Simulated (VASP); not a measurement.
Runs of VASP 6.6.1 on HfO2. The structure is that of space group Fm-3m (No. 225), or close to it. The cells are those of the table. 

```csv
cell,gap on the mesh (eV),pressure (GPa)
"a = 3.705 Å, angles 60.0°, 3 atoms",3.33,-31.7
"a = 3.556 Å, angles 60.0°, 3 atoms",3.66,-7.6
"a = 3.524 Å, angles 60.0°, 3 atoms",(a),(c)
"a = 3.676 Å, angles 60.0°, 3 atoms",3.40,-28.1
"a = 3.586 Å, angles 60.0°, 3 atoms",3.59,(b)
```

Alike in all rows: task single point; level LDA; potentials or basis VASP PAW LDA potentials, release 64 (Hf_pv, O); no spin polarisation; k mesh 6 × 6 × 6; cutoff (eV) 520; smearing gaussian 0.01 eV.

Problem. Fill in the values left out.

Solution. (a) 3.73; (b) -13.8; (c) -0.3.

Caveats: spin-orbit coupling is left out, which moves the levels of the heavy elements.

A k mesh can miss the band edges, and the runs leave out spin-orbit coupling on Hf.
